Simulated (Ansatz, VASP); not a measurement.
**One calculation of YN, two programs**

```xyz
2
Lattice="0.0000 2.4484 2.4484 2.4484 0.0000 2.4484 2.4484 2.4484 0.0000" Properties=species:S:1:pos:R:3 pbc="T T T"
Y     0.0000    0.0000    0.0000
N     2.4484    2.4484    2.4484
```

Alike in both runs: task single point; functional PBE; k mesh 6 × 6 × 6; occupations gaussian, width 0.1 eV; no spin polarisation.

|  | VASP | Ansatz |
| --- | --- | --- |
| version | VASP 6.6.1 | Ansatz 0.2.0 |
| potentials or method | VASP PAW PBE potentials, release 64 (Y_sv, N), cutoff 600 eV | scalar-relativistic, plane waves, PAW |
| valence electrons in the cell | 16 | 16 |

Ansatz gave:

* gap on the k mesh at the Fermi level (eV): 0.19
* least direct gap on the mesh (eV): 0.58
* pressure (GPa): 1.0

**Question.** Which values does VASP return?

**Answer.** gap on the k mesh at the Fermi level (eV): 0.19; least direct gap on the mesh (eV): 0.58; pressure (GPa): 0.8.

The functional is the same, so the differences come from potentials, cutoffs and numerics.
